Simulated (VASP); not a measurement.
Write the native input for VASP 6.6.1 that does the following.

* Task: single point
* Functional: HSE06
* Potentials or basis: VASP PAW PBE potentials, release 64 (Al, N)
* Cutoff: 520 eV
* k mesh: 4 × 4 × 4
* Occupations: gaussian, width 0.01 eV
* Spin: no spin polarisation
* Dipole correction: no
* Grid for exact exchange (PRECFOCK): Normal
* Further INCAR settings: ALGO = Normal; EDIFF = 1e-07; NBANDS = 11
* Share of exact exchange: 0.25
* Screening parameter: 0.2079 1/Å

AlN:

```xyz
2
Lattice="0.0000 2.1849 2.1849 2.1849 0.0000 2.1849 2.1849 2.1849 0.0000" Properties=species:S:1:pos:R:3 pbc="T T T"
Al    0.0000    0.0000    0.0000
N     1.0924    1.0924    1.0924
```

The input as run:

POSCAR

```
AlN
1.0
    0.0000000000      2.1848764208      2.1848764208
    2.1848764208      0.0000000000      2.1848764208
    2.1848764208      2.1848764208      0.0000000000
Al N
1 1
Direct
    0.0000000000      0.0000000000      0.0000000000
    0.2500000000      0.2500000000      0.2500000000
```

INCAR.step1

```
SYSTEM = AlN
PREC = Accurate ; ENCUT = 520
EDIFF = 1E-5 ; ISMEAR = 0
SIGMA = 0.01 ; LREAL = .FALSE.
LASPH = .TRUE. ; NELM = 80
ALGO = Normal ; ISIF = 2
LWAVE = .TRUE. ; LCHARG = .FALSE.
NBANDS = 11 ; GGA = PE
```

INCAR.step2

```
SYSTEM = AlN
PREC = Accurate ; ENCUT = 520
EDIFF = 1E-7 ; ISMEAR = 0
SIGMA = 0.01 ; LREAL = .FALSE.
LASPH = .TRUE. ; NELM = 80
ALGO = Normal ; ISIF = 2
LWAVE = .FALSE. ; LCHARG = .FALSE.
GGA = PE ; LHFCALC = .TRUE.
HFSCREEN = 0.2079 ; PRECFOCK = Normal
NBANDS = 11 ; ISTART = 1
```

KPOINTS

```
regular mesh
0
G
  4 4 4
  0 0 0
```

Potentials or basis: VASP PAW PBE potentials, release 64 (Al, N).

The run is started by

```bash
$ cat potpaw_PBE.64/Al/POTCAR potpaw_PBE.64/N/POTCAR > POTCAR
$ cp INCAR.step1 INCAR
$ mpirun -np 1 vasp_std > vasp.out
$ cp INCAR.step2 INCAR
$ mpirun -np 1 vasp_std > vasp.out
```

Results of the run:

The pressure is -0.8 GPa. The band gap on the k mesh is 4.55 eV (least direct gap 5.56 eV).

Caveat: the k points lie up to 0.62 Å⁻¹ apart; the PAW data sets were made with another functional, which shifts forces and pressure a little.

Wall time 110 s on 1 thread of Intel Xeon 8259CL, with other jobs on the host, peak memory 0.23 GiB.
